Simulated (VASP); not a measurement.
# TiTe2 in VASP: a series of runs

Runs on TiTe2. Level: PBE. Tasks: single point.

Program: VASP 6.6.1. These are calculated values, not measurements. Logs are shortened: lines on timing, memory, paths and dates and some standing lists are left out, and cuts for length are marked.

## Step 1: The cell of the first run

It takes space group P-3m1 (No. 164, trigonal). Conventional cell: a = 3.754 Å, b = 3.754 Å, c = 6.931 Å, α = 90.00°, β = 90.00°, γ = 120.00°. Ti (site symmetry -3m) has 6 Te at 2.78 Å and 6 Ti at 3.75 Å within 3.8 Å. Te (site symmetry 3m) has 3 Ti at 2.78 Å and 6 Te at 3.75 Å within 3.8 Å.

## Step 2: Single point, PBE (28.19 Å³/atom)

The input, INCAR:

```
PREC = Accurate
ENCUT = 520
EDIFF = 1E-6
ISMEAR = 0
SIGMA = 0.05
LREAL = False
LASPH = True
NELM = 60
ALGO = Normal
ISIF = 2
LWAVE = False
LCHARG = True
GGA = PE
LELF = True
LVHAR = True
NBANDS = 19
```

The input, KPOINTS:

```
Automatic mesh
0
Gamma
  10 10 6
```

The input, POSCAR:

```
TiTe2
1.0
    3.7535985663      0.0000000000      0.0000000000
   -1.8767992832      3.2507117140      0.0000000000
    0.0000000000      0.0000000000      6.9305815260
Ti Te
1 2
Direct
    0.0000000000      0.0000000000      0.0000000000
    0.3333333333      0.6666666667      0.2510963485
    0.6666666667      0.3333333333      0.7489036515
```

Potentials or basis: VASP PAW PBE potentials, release 64 (Ti_sv, Te).

The run is started by

```console
> cat potpaw_PBE.64/Ti_sv/POTCAR potpaw_PBE.64/Te/POTCAR > POTCAR
> mpirun -np 1 vasp_std > vasp.out
```

OUTCAR:

```text
PREC = Accurate
   ENCUT = 520
   EDIFF = 1E-6
   ISMEAR = 0
   LREAL = False
   LASPH = True
   NELM = 60
   ISIF = 2
   GGA = PE

 ion  position               nearest neighbor table
   1  0.000  0.000  0.000-   2 2.78   3 2.78   3 2.78   2 2.78   3 2.78   2 2.78
   2  0.333  0.667  0.251-   1 2.78   1 2.78   1 2.78
   3  0.667  0.333  0.749-   1 2.78   1 2.78   1 2.78

  LATTYP: Found a hexagonal cell.
 ALAT       =     3.7535985663
 C/A-ratio  =     1.8463832516

  Lattice vectors:

 A1 = (   3.7535985663,   0.0000000000,   0.0000000000)
 A2 = (  -1.8767992832,   3.2507117140,   0.0000000000)
 A3 = (   0.0000000000,   0.0000000000,   6.9305815260)

Analysis of symmetry for initial positions (statically):
=====================================================================
 Subroutine PRICEL returns:
 Original cell was already a primitive cell.

 Routine SETGRP: Setting up the symmetry group for a
 hexagonal supercell.

 Subroutine GETGRP returns: Found 12 space group operations
 (whereof 12 operations were pure point group operations)
 out of a pool of 24 trial point group operations.

The static configuration has the point symmetry D_3d.

Analysis of symmetry for dynamics (positions and initial velocities):
=====================================================================
 Subroutine PRICEL returns:
 Original cell was already a primitive cell.

 Routine SETGRP: Setting up the symmetry group for a
 hexagonal supercell.

 Subroutine GETGRP returns: Found 12 space group operations
 (whereof 12 operations were pure point group operations)
 out of a pool of 24 trial point group operations.

The dynamic configuration has the point symmetry D_3d.

 Subroutine INISYM returns: Found 12 space group operations
 (whereof 12 operations are pure point group operations),
 and found     1 'primitive' translations

----------------------------------------------------------------------------------------

                                     Primitive cell

  volume of cell :      84.5660

  direct lattice vectors                    reciprocal lattice vectors
     3.753598566  0.000000000  0.000000000     0.266411014  0.153812471  0.000000000
    -1.876799283  3.250711714  0.000000000     0.000000000  0.307624941  0.000000000
     0.000000000  0.000000000  6.930581526     0.000000000  0.000000000  0.144288036

  length of vectors
     3.753598566  3.753598566  6.930581526     0.307624941  0.307624941  0.144288036

[... 81 lines left out ...]
   NELM   =     60;   NELMIN=  2; NELMDL= -5     # of ELM steps
   EDIFF  = 0.1E-05   stopping-criterion for ELM
   LREAL  =      F    real-space projection
   EDIFFG = 0.1E-04   stopping-criterion for IOM
   NSW    =      0    number of steps for IOM
   IBRION =     -1    ionic relax: 0-MD 1-quasi-New 2-CG
   NFREE  =      0    steps in history (QN), initial steepest desc. (CG)
   ISIF   =      2    stress and relaxation
   ISYM   =      2    0-nonsym 1-usesym 2-fastsym
   POTIM  = 0.5000    time-step for ionic-motion
   TEBEG  =    0.0;   TEEND  =   0.0 temperature during run
   PSTRESS=    0.0 pullay stress
   NELECT =      24.0000    total number of electrons
   NUPDOWN=      -1.0000    fix difference up-down
   EMIN   =  10.00;   EMAX   =-10.00  energy-range for DOS
   EFERMI =   0.00;   METHOD = LEGACY
   ISMEAR =     0;   SIGMA  =   0.05  broadening in eV -4-tet -1-fermi 0-gaus
   EFERMI_NEDOS =   21; number of points for ismear=-14 and -15
   IALGO  =     38    algorithm
   IMIX   =      4    mixing-type and parameters
     AMIX     =   0.40;   BMIX     =  1.00
     AMIX_MAG =   1.60;   BMIX_MAG =  1.00
  volume/ion in A,a.u.               =      28.19       190.23
  Fermi-wavevector in a.u.,A,eV,Ry     =   1.075837  2.033038 15.747735  1.157426
  Thomas-Fermi vector in A             =   2.211705
   LORBIT       =      0    0 simple, 1 ext, 2 COOP (PROOUT), +10 PAW based schemes
   GGA     = PE    functional components
   LHFCALC =     F    Hartree Fock is set to
   AEXX    =    0.0000 exact exchange contribution
   IVDW    =     0    specifies the selected vdW correction
   LEPSILON=     F    determine dielectric tensor
   LRPA    =     F    only Hartree local field effects (RPA)
 non-spin polarized calculation
 Gauss-broadening in eV      SIGMA  =   0.05
  energy-cutoff  :      520.00
  volume of cell :       84.57
 maximum number of plane-waves:      2297
   NGX = 13   NGY = 13   NGZ = 25

 number of electron      24.0000002 magnetization

 Free energy of the ion-electron system (eV)
  ---------------------------------------------------
  ext. energy  EPLUGINS =         0.00000000
  ---------------------------------------------------
  free energy    TOTEN  =       -16.22106302 eV

  energy without entropy =      -16.21925929  energy(sigma->0) =      -16.22016116

 E-fermi :   6.1990     XC(G=0):  -9.5616

 val. band max:        6.1857122921   @ k =   0.0000   0.3000   0.3333
 cond. band min:       6.2033305883   @ k =   0.4000  -0.0000   0.0000
 fundamental gap:      0.0176182962
 Fermi energy:         6.1989805793

 k-point     1 :       0.0000    0.0000    0.0000
  band No.  band energies     occupation
      1     -51.2991      2.00000
      2     -27.5520      2.00000
      3     -27.5520      2.00000
      4     -27.5103      2.00000
      5      -6.0129      2.00000
      6      -4.8546      2.00000
[... 505 lines left out ...]
      6      -4.1895      2.00000
[... 11 lines left out ...]
     18      10.8955      0.00000
     19      11.5872      0.00000

 [... further k-points ...]

------------------------ aborting loop because EDIFF is reached ----------------------------------------

  FORCE on cell =-STRESS in cart. coord.  units (eV):
  Direction    XX          YY          ZZ          XY          YZ          ZX
  --------------------------------------------------------------------------------------
  -------------------------------------------------------------------------------------
  Total        0.0814732      0.0814732      0.0203645     -0.0000000     -0.0000000      0.0000000
  in kB        1.5435818      1.5435818      0.3858228     -0.0000000     -0.0000000      0.0000000
  external PRESSURE =       1.1576621 kB  Pullay stress =       0.0000000 kB

 VOLUME and BASIS-vectors are now :
 -----------------------------------------------------------------------------
  energy-cutoff  :      520.00
  volume of cell :       84.57
      direct lattice vectors                 reciprocal lattice vectors
     3.753598566  0.000000000  0.000000000     0.266411014  0.153812471  0.000000000
    -1.876799283  3.250711714  0.000000000     0.000000000  0.307624941  0.000000000
     0.000000000  0.000000000  6.930581526     0.000000000  0.000000000  0.144288036

 POSITION                                       TOTAL-FORCE (eV/Angst)
 -----------------------------------------------------------------------------------
      0.00000      0.00000      0.00000         0.000000     -0.000000      0.000000
     -0.00000      2.16714      1.74024        -0.000000      0.000000      0.002275
      1.87680      1.08357      5.19034         0.000000     -0.000000     -0.002275
 -----------------------------------------------------------------------------------
    total drift:                               -0.000000     -0.000000      0.000000

  FREE ENERGIE OF THE ION-ELECTRON SYSTEM (eV)
  ---------------------------------------------------
  free  energy   TOTEN  =       -16.2210630239 eV

  energy  without entropy=      -16.2192592891  energy(sigma->0) =      -16.22016116
```

stdout:

```text
POSCAR found type information on POSCAR TiTe
 POSCAR found :  2 types and       3 ions
 scaLAPACK will be used
 LDA part: xc-table for (Slater+PW92), standard interpolation
 POSCAR, INCAR and KPOINTS ok, starting setup
 FFT: planning ... GRIDC
 FFT: planning ... GRID_SOFT
 FFT: planning ... GRID
 WAVECAR not read
 entering main loop
```

Wall time 2.8 min (1 thread of AMD EPYC 7R43 (Zen 3), shared host); peak memory 0.23 GiB.

What came out:

| Quantity | Value |
| --- | --- |
| Free energy | -16.2211 eV |
| Pressure | 0.1 GPa |
| Band gap on the k mesh | zero (bands 12 and 13 overlap by 0.69 eV) |

Forces on the atoms (eV/Å):
```
Ti   0.000  0.000  0.000
Te   0.000  0.000  0.002
Te   0.000  0.000 -0.002
```

Stress tensor (GPa, compression positive):
```
0.15 0.00 0.00
0.00 0.15 0.00
0.00 0.00 0.04
```

Caveat: spin-orbit coupling is left out, which moves the levels of the heavy elements; this functional lacks dispersion, which binds the layers, so the pressure and a relaxed spacing across them are unreliable.

## Step 3: Single point, PBE

This run uses another cell than the first one, of 28.76 Å³/atom.

The input, INCAR:

```
SYSTEM = TiTe2
  PREC = Accurate
  ENCUT = 520
  EDIFF = 1E-6
  ISMEAR = 0
  SIGMA = 0.05
  LREAL = .FALSE.
  LASPH = .TRUE.
  NELM = 80
  ALGO = Normal
  ISIF = 2
  LWAVE = .FALSE.
  LCHARG = .FALSE.
  GGA = PE
  NBANDS = 19
```

The input, KPOINTS:

```
Automatic mesh
0
G
  10 10 6
  0 0 0
```

The input, POSCAR:

```
TiTe2
1.0
    3.7571113946      0.0000000000      0.0000000000
   -1.8785556973      3.2537539126      0.0000000000
    0.0000000000      0.0000000000      7.0588037334
Ti Te
1 2
Direct
    0.0000000000      0.0000000000      0.0000000000
    0.3333333333      0.6666666667      0.2465654568
    0.6666666667      0.3333333333      0.7534345432
```

Potentials or basis: VASP PAW PBE potentials, release 64 (Ti_sv, Te).

The run is started by

```console
> cat potpaw_PBE.64/Ti_sv/POTCAR potpaw_PBE.64/Te/POTCAR > POTCAR
> mpirun -np 1 vasp_std > vasp.out
```

OUTCAR:

```text
SYSTEM = TiTe2
   PREC = Accurate
   ENCUT = 520
   EDIFF = 1E-6
   ISMEAR = 0
   LREAL = .FALSE.
   LASPH = .TRUE.
   NELM = 80
   ISIF = 2
   GGA = PE

 ion  position               nearest neighbor table
   1  0.000  0.000  0.000-   2 2.78   3 2.78   3 2.78   2 2.78   3 2.78   2 2.78
   2  0.333  0.667  0.247-   1 2.78   1 2.78   1 2.78
   3  0.667  0.333  0.753-   1 2.78   1 2.78   1 2.78

  LATTYP: Found a hexagonal cell.
 ALAT       =     3.7571113946
 C/A-ratio  =     1.8787847876

  Lattice vectors:
[... 719 lines left out ...]

  FORCE on cell =-STRESS in cart. coord.  units (eV):
  Direction    XX          YY          ZZ          XY          YZ          ZX
  --------------------------------------------------------------------------------------
  -------------------------------------------------------------------------------------
  Total       -0.0128375     -0.0128375      0.0052618      0.0000000     -0.0000000      0.0000000
  in kB       -0.2383534     -0.2383534      0.0976956      0.0000000     -0.0000000      0.0000000
  external PRESSURE =      -0.1263371 kB  Pullay stress =       0.0000000 kB

 VOLUME and BASIS-vectors are now :
 -----------------------------------------------------------------------------
  energy-cutoff  :      520.00
  volume of cell :       86.29
      direct lattice vectors                 reciprocal lattice vectors
     3.757111395  0.000000000  0.000000000     0.266161925  0.153668659  0.000000000
    -1.878555697  3.253753913  0.000000000     0.000000000  0.307337318  0.000000000
     0.000000000  0.000000000  7.058803733     0.000000000  0.000000000  0.141667064

 POSITION                                       TOTAL-FORCE (eV/Angst)
 -----------------------------------------------------------------------------------
      0.00000      0.00000      0.00000        -0.000000      0.000000      0.000000
     -0.00000      2.16917      1.74046        -0.000000      0.000000      0.009330
      1.87856      1.08458      5.31835         0.000000      0.000000     -0.009330
 -----------------------------------------------------------------------------------
    total drift:                               -0.000000      0.000000     -0.000000

  FREE ENERGIE OF THE ION-ELECTRON SYSTEM (eV)
  ---------------------------------------------------
  free  energy   TOTEN  =       -16.2212380069 eV

  energy  without entropy=      -16.2196372581  energy(sigma->0) =      -16.22043763
```

OSZICAR:

```text
N       E                     dE             d eps       ncg     rms          rms(c)
DAV:   1     0.177532471906E+03    0.17753E+03   -0.10739E+04  2736   0.116E+03
DAV:   2    -0.233818572268E+01   -0.17987E+03   -0.17534E+03  2951   0.292E+02
DAV:   3    -0.179613696915E+02   -0.15623E+02   -0.15296E+02  4242   0.809E+01
DAV:   4    -0.185234523997E+02   -0.56208E+00   -0.55886E+00  3563   0.143E+01
DAV:   5    -0.185458729513E+02   -0.22421E-01   -0.22411E-01  3970   0.271E+00    0.120E+01
DAV:   6    -0.187521370561E+02   -0.20626E+00   -0.38990E+01  2957   0.379E+01    0.153E+01
DAV:   7    -0.165052516805E+02    0.22469E+01   -0.34486E+01  3438   0.330E+01    0.558E+00
DAV:   8    -0.162266901965E+02    0.27856E+00   -0.14376E+00  3224   0.819E+00    0.181E+00
DAV:   9    -0.162503482852E+02   -0.23658E-01   -0.37875E-01  3776   0.382E+00    0.181E+00
DAV:  10    -0.162281297173E+02    0.22219E-01   -0.39377E-01  3185   0.419E+00    0.863E-01
DAV:  11    -0.162212116389E+02    0.69181E-02   -0.40610E-02  3140   0.145E+00    0.366E-01
DAV:  12    -0.162215965159E+02   -0.38488E-03   -0.21312E-03  3152   0.348E-01    0.269E-01
DAV:  13    -0.162212587563E+02    0.33776E-03   -0.11181E-03  3433   0.224E-01    0.785E-02
DAV:  14    -0.162212478304E+02    0.10926E-04   -0.64180E-05  3406   0.478E-02    0.342E-02
DAV:  15    -0.162212427932E+02    0.50372E-05   -0.63992E-06  3341   0.169E-02    0.256E-02
DAV:  16    -0.162212378357E+02    0.49575E-05   -0.33731E-05  3504   0.368E-02    0.385E-03
DAV:  17    -0.162212380069E+02   -0.17122E-06   -0.68810E-07  1886   0.736E-03
   1 F= -.16221238E+02 E0= -.16220438E+02  d E =-.160075E-02
```

stdout:

```text
POSCAR found type information on POSCAR TiTe
 POSCAR found :  2 types and       3 ions
 scaLAPACK will be used
 LDA part: xc-table for (Slater+PW92), standard interpolation
 POSCAR, INCAR and KPOINTS ok, starting setup
 FFT: planning ... GRIDC
 FFT: planning ... GRID_SOFT
 FFT: planning ... GRID
 WAVECAR not read
 entering main loop
```

Run time: 2.6 min. Hardware: 1 thread of AMD EPYC 7R43 (Zen 3), shared host; peak memory 0.22 GiB.

What came out:

| Quantity | Value |
| --- | --- |
| Free energy | -16.2212 eV |
| Pressure | 0.0 GPa |
| Largest force | 0.009 eV/Å |
| Band gap on the k mesh | zero (bands 12 and 13 overlap by 0.67 eV) |

Forces on the atoms (eV/Å):
```
Ti   0.000  0.000  0.000
Te   0.000  0.000  0.009
Te   0.000  0.000 -0.009
```

Levels at points of the mesh, in eV from the Fermi level:
| k point | band 8 | band 9 | band 10 | band 11 | band 12 | band 13 | band 14 | band 15 | band 16 | band 17 |
| --- | --- | --- | --- | --- | --- | --- | --- | --- | --- | --- |
| (0.00, 0.00, 0.00) | -1.50 | -1.50 | -0.19 | 0.31 | 0.43 | 0.43 | 1.17 | 1.17 | 3.24 | 3.24 |
| (0.50, 0.00, 0.00) | -3.81 | -2.30 | -2.30 | -1.71 | -0.80 | -0.01 | 1.19 | 1.52 | 2.53 | 3.17 |
| (0.00, 0.00, 0.50) | -2.36 | -1.47 | -1.47 | 0.43 | 0.43 | 0.84 | 1.04 | 1.04 | 3.42 | 3.42 |
| (0.50, 0.00, 0.50) | -4.21 | -2.36 | -1.81 | -1.29 | -0.57 | -0.24 | 1.19 | 1.51 | 2.82 | 3.35 |

Caveat: spin-orbit coupling is left out, which moves the levels of the heavy elements; this functional lacks dispersion, which binds the layers, so the pressure and a relaxed spacing across them are unreliable.

## Step 4: Single point, PBE

This run uses another cell than the first one, of 28.76 Å³/atom.

The input, INCAR:

```
PREC     = Accurate       # precision mode
ENCUT    = 520            # plane-wave cutoff, eV
EDIFF    = 1E-6           # SCF threshold, eV
ISMEAR   = 0              # smearing method
SIGMA    = 0.05           # smearing width, eV
LREAL    = F              # projectors in reciprocal space
LASPH    = T              # aspherical terms in the spheres
NELM     = 100            # most SCF steps
ALGO     = Normal         # electronic algorithm
ISIF     = 2              # what is computed and relaxed
LWAVE    = F              # write WAVECAR
LCHARG   = F              # write CHGCAR
GGA      = PE             # functional
NBANDS   = 19             # bands
```

The input, KPOINTS:

```
regular mesh
0
Gamma
  10 10 6
```

POSCAR is that of step 3.

The run is started by

```console
> cat potpaw_PBE.64/Ti_sv/POTCAR potpaw_PBE.64/Te/POTCAR > POTCAR
> mpirun -np 1 vasp_std > vasp.out
```

Wall time 2.5 min (1 thread of AMD EPYC 7R43 (Zen 3), shared host); peak memory 0.23 GiB.

It converged, with:

| Property | Result |
| --- | --- |
| Free energy | -16.2212 eV |
| Pressure | 0.0 GPa |
| Largest force | 0.009 eV/Å |
| Band gap on the k mesh | zero (bands 12 and 13 overlap by 0.67 eV) |

Forces in eV/Å, atoms in the order of the input:
```
Ti   0.000  0.000  0.000
Te   0.000  0.000  0.009
Te   0.000  0.000 -0.009
```

Levels at points of the mesh, in eV from the Fermi level:
| k point | band 10 | band 11 | band 12 | band 13 | band 14 | band 15 |
| --- | --- | --- | --- | --- | --- | --- |
| (0.00, 0.00, 0.00) | -0.19 | 0.31 | 0.43 | 0.43 | 1.17 | 1.17 |
| (0.50, 0.00, 0.00) | -2.30 | -1.71 | -0.80 | -0.01 | 1.19 | 1.52 |
| (0.00, 0.00, 0.50) | -1.47 | 0.43 | 0.43 | 0.84 | 1.04 | 1.04 |
| (0.50, 0.00, 0.50) | -1.81 | -1.29 | -0.57 | -0.24 | 1.19 | 1.51 |

Caveat: spin-orbit coupling is left out, which moves the levels of the heavy elements; this functional lacks dispersion, which binds the layers, so the pressure and a relaxed spacing across them are unreliable.

(Continued in part 2 of 2.)
